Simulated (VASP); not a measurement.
Wanted: the native input for a VASP 6.6.1 run.

* Task: single point
* Functional: PBEsol
* Potentials or basis: VASP PAW PBE potentials, release 64 (Mg, O)
* Cutoff: 600 eV
* k mesh: 9 × 9 × 4
* Occupations: gaussian, width 0.05 eV
* Spin: no spin polarisation
* Dipole correction: no
* Further INCAR settings: ALGO = Normal; EDIFF = 1e-06; NBANDS = 26

The structure of MgO lies in POSCAR:

```
MgO
1.0
    3.3034678071      0.0000000000      0.0000000000
   -1.6517339036      2.8608870415      0.0000000000
    0.0000000000      0.0000000000     10.0387760228
Mg O
4 4
Direct
    0.2098267567      0.6666666667     -0.0153043919
    0.4568399100      0.6666666667      0.5189627339
    0.5960886011      0.3333333333      0.2452482497
    0.7372447323      0.3333333333      0.7584100923
    0.2588156863      0.6666666667      0.1848984952
    0.4078509804      0.6666666667      0.7160431628
    0.7823475373      0.3333333333      0.4576312988
    0.5509857961      0.3333333333      0.9433103592
```

This cell differs from its parent crystal: atoms displaced along several vibrational modes.

One way to write it, as run:

INCAR

```
PREC = Accurate
ENCUT = 600
EDIFF = 1E-6
ISMEAR = 0
SIGMA = 0.05
LREAL = F
LASPH = T
NELM = 120
ALGO = Normal
ISIF = 2
LWAVE = F
LCHARG = F
GGA = PS
NBANDS = 26
GGA_COMPAT = F
```

KPOINTS

```
regular mesh
0
Gamma
  9 9 4
```

Potentials or basis: VASP PAW PBE potentials, release 64 (Mg, O).

Launch:

```bash
$ cat potpaw_PBE.64/Mg/POTCAR potpaw_PBE.64/O/POTCAR > POTCAR
$ mpirun -np 1 vasp_std > vasp.out
```

It gave:

The pressure is -0.3 GPa, the largest force is 1.776 eV/Å and the band gap on the k mesh is 2.83 eV.

Caveat: the cell differs from its parent crystal (atoms displaced along several vibrational modes); the stress differs along the axes, from -3 to 2 GPa; the PAW data sets were made with another functional, which shifts forces and pressure a little.

It took 5.8 min on 1 thread of Intel(R) Xeon(R) Platinum 8488C (Sapphire Rapids), with other jobs on the host, peak memory 0.52 GiB.
